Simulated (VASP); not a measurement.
Here is a VASP 6.6.1 calculation.

File INCAR:

```
SYSTEM = WC
ALGO = Normal
EDIFF = 1E-7
ENCUT = 520
GGA = PS
ISIF = 2
ISMEAR = 0
LASPH = .True.
LCHARG = .False.
LREAL = .False.
LWAVE = .False.
NBANDS = 16
NELM = 100
PREC = Accurate
SIGMA = 0.15
```

The input KPOINTS:

```
k-points
0
Gamma
  24 24 24
  0 0 0
```

File POSCAR:

```
WC
1.0
    0.0000000000      2.1726853743      2.1726853743
    2.1944122280      0.0000000000      2.1726853743
    2.1944122280      2.1726853743      0.0000000000
W C
1 1
Direct
    0.0000000000      0.0000000000      0.0000000000
    0.5000000000      0.5000000000      0.5000000000
```

Potentials or basis: VASP PAW PBE potentials, release 64 (W_sv, C).

Run with:

```bash
$ cat potpaw_PBE.64/W_sv/POTCAR potpaw_PBE.64/C/POTCAR > POTCAR
$ mpirun -np 1 vasp_std > vasp.out
```

**Question.** What does it give for the band gap on the k mesh?

**Answer.** Zero (bands 9 and 10 overlap by 3.20 eV).

**Question.** Predict the pressure.

**Answer.** -2.6 GPa.

Stress tensor (GPa, compression positive):
```
-6.52  0.00  0.00
 0.00 -0.68  0.00
 0.00  0.00 -0.68
```

Caveat: the cell differs from its parent crystal (strain +0.0100 x Voigt [1, 0, 0, 0, 0, 0]); the PAW data sets were made with another functional, which shifts forces and pressure a little; spin-orbit coupling is left out, which moves the levels of the heavy elements.
